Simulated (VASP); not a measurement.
Write the native input for VASP 6.6.1 that does the following.

```yaml
Task: single point
Functional: PBE
Potentials_or_basis: VASP PAW PBE potentials, release 64 (Rb_sv, Br)
Cutoff: 500 eV
k_mesh: 6 × 6 × 6
Occupations: gaussian, width 0.02 eV
Spin: no spin polarisation
Dipole_correction: no
Further_INCAR_settings: ALGO = Normal; EDIFF = 1e-06; NBANDS = 15
```

The structure of RbBr lies in POSCAR:

```
RbBr
1.0
    0.0000000000      3.3478412673      3.3478412673
    3.3478412673      0.0000000000      3.3478412673
    3.3478412673      3.3478412673      0.0000000000
Rb Br
1 1
Direct
    0.0000000000      0.0000000000      0.0000000000
    0.5000000000      0.5000000000      0.5000000000
```

This cell differs from its parent crystal: Cl replaced by Br, lengths x 1.034, strained.

The input as run:

INCAR

```
SYSTEM = RbBr
PREC = Accurate
ENCUT = 500
EDIFF = 1E-6
ISMEAR = 0
SIGMA = 0.02
LREAL = .FALSE.
LASPH = .TRUE.
NELM = 120
ALGO = Normal
ISIF = 2
LWAVE = .FALSE.
LCHARG = .TRUE.
GGA = PE
LELF = .TRUE.
LVHAR = .TRUE.
NBANDS = 15
GGA_COMPAT = .FALSE.
```

KPOINTS

```
Automatic mesh
0
G
  6 6 6
  0 0 0
```

Potentials or basis: VASP PAW PBE potentials, release 64 (Rb_sv, Br).

The run is started by

```bash
$ cat potpaw_PBE.64/Rb_sv/POTCAR potpaw_PBE.64/Br/POTCAR > POTCAR
$ mpirun -np 1 vasp_std > vasp.out
```

It gave:

* Pressure: 2.4 GPa
* Band gap on the k mesh: 4.55 eV, direct

Caveat: the cell differs from its parent crystal (Cl replaced by Br, lengths x 1.034, strained).

Run time: 12 s on 1 thread of Intel(R) Xeon(R) Platinum 8559C (Emerald Rapids), with other jobs on the host, peak memory 0.2 GiB.
